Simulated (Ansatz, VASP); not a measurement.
## One calculation of Ge, two programs

Contents of INCAR:

```
SYSTEM = Ge
PREC     = Accurate       ! precision mode
ENCUT    = 520            ! plane-wave cutoff, eV
EDIFF    = 1E-7           ! SCF threshold, eV
ISMEAR   = 0              ! smearing method
SIGMA    = 0.15           ! smearing width, eV
LREAL    = .FALSE.        ! projectors in reciprocal space
LASPH    = .TRUE.         ! aspherical terms in the spheres
NELM     = 100            ! most SCF steps
ALGO     = Normal         ! electronic algorithm
ISIF     = 2              ! what is computed and relaxed
LWAVE    = .FALSE.        ! write WAVECAR
LCHARG   = .FALSE.        ! write CHGCAR
GGA      = PS             ! functional
NBANDS   = 36             ! bands
```

Contents of KPOINTS:

```
Automatic mesh
0
G
  12 12 8
  0 0 0
```

File POSCAR:

```
Ge
1.0
    3.9969678618      0.0000000000      0.0000000000
   -1.9984839309      3.4268609494      0.0000000000
    0.0000000000      0.0000000000      6.5963651449
Ge
4
Direct
    0.6666666667      0.3333333333      0.0629118567
    0.3333333333      0.6666666667      0.5629118567
    0.6666666667      0.3333333333      0.4370881433
    0.3333333333      0.6666666667      0.9370881433
```

Input for Ansatz:

```yaml
crystal:
  lattice:
    - [3.9969678618, 0.0, 0.0]
    - [-1.9984839309, 3.4268609494, 0.0]
    - [0.0, 0.0, 6.5963651449]
  atoms:
    - { symbol: Ge, position: [0.6666666667, 0.3333333333, 0.0629118567] }
    - { symbol: Ge, position: [0.3333333333, 0.6666666667, 0.5629118567] }
    - { symbol: Ge, position: [0.6666666667, 0.3333333333, 0.4370881433] }
    - { symbol: Ge, position: [0.3333333333, 0.6666666667, 0.9370881433] }
basis:
  ecutwfc: 420
kpoints:
  mp_grid: { grid: [12, 12, 8] }
hamiltonian:
  xc: pbesol
scf:
  occupations: { method: gaussian, width: 0.15 }
output:
  forces: true
  stress: true
  eigenvalues: true
```

Change from the starting cell: strain -0.0100 x Voigt [0, 1, 0, 0, 0, 0], atoms carried along.

Alike in both runs: task single point; functional PBEsol; k mesh 12 × 12 × 8; occupations gaussian, width 0.15 eV; no spin polarisation.

|  | VASP | Ansatz |
| --- | --- | --- |
| version | VASP 6.6.1 | Ansatz 0.2.0 |
| potentials or method | VASP PAW PBE potentials, release 64 (Ge_d), cutoff 520 eV | scalar-relativistic, plane waves, PAW |
| valence electrons in the cell | 56 | 56 |

|  | VASP | Ansatz | Ansatz less VASP |
| --- | --- | --- | --- |
| gap on the k mesh at the Fermi level (eV) | none | none | - |
| pressure (GPa) | 0.6 | 0.7 | +0.06 |
| traceless stress, the component that is largest in VASP (GPa) | 1.02 | 1.02 | -0.003 |
| rms of the force components (eV/Å) | 0.053 | 0.054 | +0.0004 |

VASP's potentials were made for PBE, not for PBEsol. Atom by atom the forces differ by 0.000 eV/Å (rms over components). A gap of «none» marks a metal or a gap that the smearing closes.
